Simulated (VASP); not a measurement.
Wanted: the native input for a VASP 6.6.1 run.

```
Task                   : single point
Functional             : PBEsol
Potentials or basis    : VASP PAW PBE potentials, release 64 (Be, S)
Cutoff                 : 600 eV
k mesh                 : 8 × 8 × 8
Occupations            : gaussian, width 0.01 eV
Spin                   : no spin polarisation
Dipole correction      : no
Further INCAR settings : ALGO = Normal; EDIFF = 1e-06; NBANDS = 11
```

The structure of BeS lies in POSCAR:

```
BeS
1.0
    0.0000000000      2.4140345505      2.4140345505
    2.4140345505      0.0000000000      2.4140345505
    2.4140345505      2.4140345505      0.0000000000
Be S
1 1
Direct
    0.0000000000      0.0000000000      0.0000000000
    0.2500000000      0.2500000000      0.2500000000
```

One way to write it, as run:

INCAR

```
PREC = Accurate
ENCUT = 600
EDIFF = 1E-6
ISMEAR = 0
SIGMA = 0.01
LREAL = F
LASPH = T
NELM = 120
ALGO = Normal
ISIF = 2
LWAVE = F
LCHARG = T
GGA = PS
LELF = T
LVHAR = T
NBANDS = 11
GGA_COMPAT = F
```

KPOINTS

```
regular mesh
0
Gamma
  8 8 8
```

Potentials or basis: VASP PAW PBE potentials, release 64 (Be, S).

Run with:

```bash
$ cat potpaw_PBE.64/Be/POTCAR potpaw_PBE.64/S/POTCAR > POTCAR
$ mpirun -np 1 vasp_std > vasp.out
```

Results of the run:

- Pressure: 0.8 GPa
- Band gap on the k mesh: 2.90 eV (least direct gap 5.60 eV)

Caveat: the PAW data sets were made with another functional, which shifts forces and pressure a little.

It took 10 s on 1 thread of AMD EPYC 7R43 64-Core Processor (Zen 3), on a shared host, peak memory 0.12 GiB.
